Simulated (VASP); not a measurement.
A run of VASP 6.6.1:

File INCAR:

```
SYSTEM = LiF
  ALGO = Normal
  DIPOL = 0.5 0.5 0.294
  EDIFF = 1E-6
  ENCUT = 650
  GGA = PE
  GGA_COMPAT = .False.
  IDIPOL = 3
  ISIF = 2
  ISMEAR = 0
  LASPH = .True.
  LCHARG = .False.
  LDIPOL = .True.
  LREAL = .False.
  LWAVE = .False.
  NBANDS = 12
  NELM = 120
  NELMDL = -8
  PREC = Accurate
  SIGMA = 0.1
```

File KPOINTS:

```
k-points
0
Gamma
  6 6 1
  0 0 0
```

POSCAR

```
LiF
1.0
    2.6958066910      0.0000000000      0.0000000000
    0.0000000000      2.6958066910      0.0000000000
    0.0000000000      0.0000000000     23.8000000000
Li F
1 1
Direct
    0.5000000000      0.5000000000      0.2941176471
    0.0000000000      0.0000000000      0.2941176471
```

Potentials or basis: VASP PAW PBE potentials, release 64 (Li_sv, F).

Command:

```sh
$ cat potpaw_PBE.64/Li_sv/POTCAR potpaw_PBE.64/F/POTCAR > POTCAR
$ mpirun -np 1 vasp_std > vasp.out
```

Hardware: 1 thread of Intel(R) Xeon(R) 6975P-C (Granite Rapids), with other jobs on the host.

How long does it take, and how much memory?

It took 22 s on 1 thread of Intel(R) Xeon(R) 6975P-C (Granite Rapids) (shared host), peak memory 0.31 GiB. Counts: scf iterations 23, k points 10.
